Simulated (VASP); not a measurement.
A run of VASP 6.6.1 is set up as follows.

INCAR

```
SYSTEM = MnS
PREC = Accurate
ENCUT = 520
EDIFF = 1E-6
ISMEAR = -1
SIGMA = 0.05
LREAL = .False.
LASPH = .True.
NELM = 150
ALGO = Normal
ISIF = 2
LWAVE = .False.
LCHARG = .True.
ISPIN = 2
MAGMOM = 4 -4 0 0
LORBIT = 11
LMAXMIX = 4
LDAU = .True.
LDAUTYPE = 1
LDAUL = 2 -1
LDAUU = 4.4 0
LDAUJ = 0.9 0
LDAUPRINT = 1
GGA = PS
LELF = .True.
LVHAR = .True.
NBANDS = 31
```

The input KPOINTS:

```
regular mesh
0
Gamma
  8 8 4
  0 0 0
```

The input POSCAR:

```
MnS
1.0
    3.9760000000      0.0000000000      0.0000000000
   -1.9880000000      3.4433170000      0.0000000000
    0.0000000000      0.0000000000      6.4320000000
Mn S
2 2
Direct
    0.3333333333      0.6666666667      0.0000000000
    0.6666666667      0.3333333333      0.5000000000
    0.3333333333      0.6666666667      0.3850000000
    0.6666666667      0.3333333333      0.8850000000
```

Potentials or basis: VASP PAW PBE potentials, release 64 (Mn_pv, S).

Run with:

```sh
$ cat potpaw_PBE.64/Mn_pv/POTCAR potpaw_PBE.64/S/POTCAR > POTCAR
$ mpirun -np 1 vasp_std > vasp.out
```

Task: What does it give for the site moments?

Result: Mn +4.49, -4.49; S -0.01, +0.01 μB.

Task: What does it give for the band gap on the k mesh?

Result: 2.10 eV.

Task: What does it give for the pressure?

Result: 0.6 GPa.

Eigenvalues of the final occupation matrices:
| site | spin | trace | eigenvalues |
| --- | --- | --- | --- |
| site 1 d | 1 | 4.66 | 0.93 0.93 0.93 0.93 0.93 |
| site 1 d | 2 | 0.25 | 0.02 0.02 0.07 0.07 0.07 |
| site 2 d | 1 | 0.25 | 0.02 0.02 0.07 0.07 0.07 |
| site 2 d | 2 | 4.66 | 0.93 0.93 0.93 0.93 0.93 |

Caveat: the PAW data sets were made with another functional, which shifts forces and pressure a little. A k mesh can miss the band edges.
